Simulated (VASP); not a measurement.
A run of VASP 6.6.1 is set up as follows.

Contents of POSCAR:

```
Os
1.0
    1.9681836630     -4.1235010732      0.0000000000
    1.9681836630      4.1235010732      0.0000000000
    0.0000000000      0.0000000000      3.9158381737
Os
4
Direct
    0.1510325826      0.8489674174      0.0000045485
    0.6510325826      0.3489674174      0.4999954515
    0.8489674174      0.1510325826      0.9999954515
    0.3489674174      0.6510325826      0.5000045485
```

File INCAR.step1:

```
PREC = Accurate
ENCUT = 520
ISMEAR = 0
SIGMA = 0.1
LREAL = False
LASPH = True
NELM = 60
NBANDS = 24
GGA = PE
ALGO = Normal
EDIFF = 1E-4
LWAVE = True
LCHARG = False
```

File INCAR.step2:

```
PREC = Accurate
ENCUT = 520
EDIFF = 1E-6
ISMEAR = 0
SIGMA = 0.1
LREAL = False
LASPH = True
NELM = 60
ALGO = Normal
ISIF = 2
LWAVE = False
LCHARG = False
METAGGA = R2SCAN
LMIXTAU = True
NBANDS = 24
ISTART = 1
```

Contents of KPOINTS:

```
Automatic mesh
0
Gamma
  6 6 4
```

Potentials or basis: VASP PAW PBE potentials, release 64 (Os).

The run is started by

```sh
$ cat potpaw_PBE.64/Os/POTCAR > POTCAR
$ cp INCAR.step1 INCAR
$ mpirun -np 1 vasp_std > vasp.out
$ cp INCAR.step2 INCAR
$ mpirun -np 1 vasp_std > vasp.out
```

Question: What does it give for the pressure?

Answer: 0.6 GPa.

Question: What does it give for the band gap on the k mesh?

Answer: Zero (band 16 reaches 9.64 eV, above the bottom of band 17 at 6.17 eV).

Question: Predict the largest force.

Answer: 0.111 eV/Å.

Forces on the atoms (eV/Å):
```
Os   0.000  0.111  0.000
Os   0.000  0.111  0.000
Os   0.000 -0.111  0.000
Os   0.000 -0.111  0.000
```

Caveat: the k points lie up to 0.40 Å⁻¹ apart; the PAW data sets were made with another functional, which shifts forces and pressure a little; spin-orbit coupling is left out, which moves the levels of the heavy elements.
